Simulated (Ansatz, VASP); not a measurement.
**SrCl2 in VASP and in Ansatz**

Contents of INCAR:

```
ALGO     = Normal         # electronic algorithm
EDIFF    = 1E-6           # SCF threshold, eV
ENCUT    = 520            # plane-wave cutoff, eV
GGA      = PE             # functional
ISIF     = 2              # what is computed and relaxed
ISMEAR   = 0              # smearing method
LASPH    = T              # aspherical terms in the spheres
LCHARG   = T              # write CHGCAR
LELF     = T              # ELF
LREAL    = F              # projectors in reciprocal space
LVHAR    = T            
LWAVE    = F              # write WAVECAR
NBANDS   = 19             # bands
NELM     = 80             # most SCF steps
PREC     = Accurate       # precision mode
SIGMA    = 0.05           # smearing width, eV
```

Contents of KPOINTS:

```
k-points
0
Gamma
  6 6 6
```

POSCAR

```
SrCl2
1.0
    0.0000000000      3.2799810787      3.9359772944
    3.2799810787      0.0000000000      3.9359772944
    3.2799810787      3.2799810787      0.0000000000
Sr Cl
1 2
Direct
    0.0000000000      0.0000000000      0.0000000000
    0.2500000000      0.2500000000      0.2500000000
    0.7500000000      0.7500000000      0.7500000000
```

Input for Ansatz:

```yaml
crystal:
  lattice:
    - [0.0, 3.2799810787, 3.9359772944]
    - [3.2799810787, 0.0, 3.9359772944]
    - [3.2799810787, 3.2799810787, 0.0]
  atoms:
    - { symbol: Sr, position: [0.0, 0.0, 0.0] }
    - { symbol: Cl, position: [0.25, 0.25, 0.25] }
    - { symbol: Cl, position: [0.75, 0.75, 0.75] }
basis:
  ecutwfc: 420
kpoints:
  mp_grid: { grid: [6, 6, 6] }
hamiltonian:
  xc: pbe
scf:
  occupations: { method: gaussian, width: 0.05 }
output:
  forces: true
  stress: true
  eigenvalues: true
```

Alike in both runs: task single point; functional PBE; k mesh 6 × 6 × 6; occupations gaussian, width 0.05 eV; no spin polarisation.

|  | VASP | Ansatz |
| --- | --- | --- |
| version | VASP 6.6.1 | Ansatz 0.2.0 |
| potentials or method | VASP PAW PBE potentials, release 64 (Sr_sv, Cl), cutoff 520 eV | scalar-relativistic, plane waves, PAW |
| valence electrons in the cell | 24 | 24 |

Ansatz gave:

| Quantity | Value |
| --- | --- |
| gap on the k mesh at the Fermi level (eV) | 3.96 |
| least direct gap on the mesh (eV) | 4.29 |
| pressure (GPa) | 1.3 |
| traceless stress, the component that is largest in VASP (GPa) | -6.54 |

Problem. Which values does VASP return?

Solution. gap on the k mesh at the Fermi level (eV): 3.95; least direct gap on the mesh (eV): 4.29; pressure (GPa): 1.4; traceless stress, the component that is largest in VASP (GPa): -6.50.
